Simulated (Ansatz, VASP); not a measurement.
# One calculation of Au, two programs

Contents of INCAR:

```
ALGO = Normal
EDIFF = 1E-6
EDIFFG = -0.01
ENCUT = 600
GGA = PE
IBRION = 2
ISIF = 3
ISMEAR = 0
LASPH = T
LCHARG = F
LREAL = F
LWAVE = F
NELM = 100
NSW = 100
PREC = Accurate
SIGMA = 0.1
```

Contents of KPOINTS:

```
k-points
0
Gamma
  9 9 9
```

Contents of POSCAR:

```
Au
1.0
    4.5204670216      2.6098928518      1.5831309727
   -4.5204670216      2.6098928518      1.5831309727
    0.0000000000     -5.2197857036      1.5831309727
Au
6
Direct
    0.4350868924      0.2500000000      0.0649131076
    0.0649131076      0.4350868924      0.2500000000
    0.2500000000      0.0649131076      0.4350868924
    0.5649131076      0.7500000000      0.9350868924
    0.9350868924      0.5649131076      0.7500000000
    0.7500000000      0.9350868924      0.5649131076
```

Input for Ansatz:

```yaml
crystal:
  lattice:
    - [4.5204670216, 2.6098928518, 1.5831309727]
    - [-4.5204670216, 2.6098928518, 1.5831309727]
    - [0.0, -5.2197857036, 1.5831309727]
  atoms:
    - { symbol: Au, position: [0.4350868924, 0.25, 0.0649131076] }
    - { symbol: Au, position: [0.0649131076, 0.4350868924, 0.25] }
    - { symbol: Au, position: [0.25, 0.0649131076, 0.4350868924] }
    - { symbol: Au, position: [0.5649131076, 0.75, 0.9350868924] }
    - { symbol: Au, position: [0.9350868924, 0.5649131076, 0.75] }
    - { symbol: Au, position: [0.75, 0.9350868924, 0.5649131076] }
basis:
  ecutwfc: 420
kpoints:
  mp_grid: { grid: [9, 9, 9] }
hamiltonian:
  xc: pbe
scf:
  occupations: { method: gaussian, width: 0.1 }
output:
  forces: true
  stress: true
  eigenvalues: true
relax:
  adjacent_minimum: "off"
  f_tol: 0.01
  max_steps: 80
  cell: { stress_tol: 0.05 }
```

Alike in both runs: task relaxation of cell and atoms; functional PBE; k mesh 9 × 9 × 9; occupations gaussian, width 0.1 eV; no spin polarisation.

|  | VASP | Ansatz |
| --- | --- | --- |
| version | VASP 6.6.1 | Ansatz 0.2.0 |
| potentials or method | VASP PAW PBE potentials, release 64 (Au), cutoff 600 eV | scalar-relativistic, plane waves, PAW |
| valence electrons in the cell | 66 | 114 |

Ansatz gave:

| Property | Result |
| --- | --- |
| gap on the k mesh at the Fermi level, each at its own relaxed structure (eV) | none |
| relaxed volume (Å³/atom) | 18.65 |
| relaxed length of the cell vector where the two differ most in proportion (Å) | 5.465 |

Problem. Which values does VASP return?

Solution. gap on the k mesh at the Fermi level, each at its own relaxed structure (eV): none; relaxed volume (Å³/atom): 18.62; relaxed length of the cell vector where the two differ most in proportion (Å): 5.455.

A gap of «none» marks a metal or a gap that the smearing closes. VASP's potentials hold 66 valence electrons a cell and Ansatz's 114, so a difference there can come from the potentials and not from the codes.

Neither program's run includes spin-orbit coupling.
